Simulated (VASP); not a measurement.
A run of VASP 6.6.1 is set up as follows.

File INCAR:

```
PREC = Accurate
ENCUT = 520
EDIFF = 1E-7
ISMEAR = 1
SIGMA = 0.15
LREAL = False
LASPH = True
NELM = 80
ALGO = Normal
ISIF = 2
LWAVE = False
LCHARG = False
GGA = CA
NBANDS = 11
```

KPOINTS

```
Automatic mesh
0
Gamma
  6 6 6
```

The input POSCAR:

```
Ba
1.0
    3.9945555074      0.0000000000      0.0000000000
    0.0000000000      3.9945555074      0.0000000000
    0.0000000000      0.0000000000      3.9945555074
Ba
1
Direct
    0.0000000000      0.0000000000      0.0000000000
```

Potentials or basis: VASP PAW LDA potentials, release 64 (Ba_sv).

Run with:

```console
$ cat potpaw_LDA.64/Ba_sv/POTCAR > POTCAR
$ mpirun -np 1 vasp_std > vasp.out
```

Task: Predict the band gap on the k mesh.

Result: Zero (band 5 reaches 1.44 eV, above the bottom of band 6 at 1.30 eV).

Task: Estimate the pressure.

Result: -1.5 GPa.

Caveat: spin-orbit coupling is left out, which moves the levels of the heavy elements.
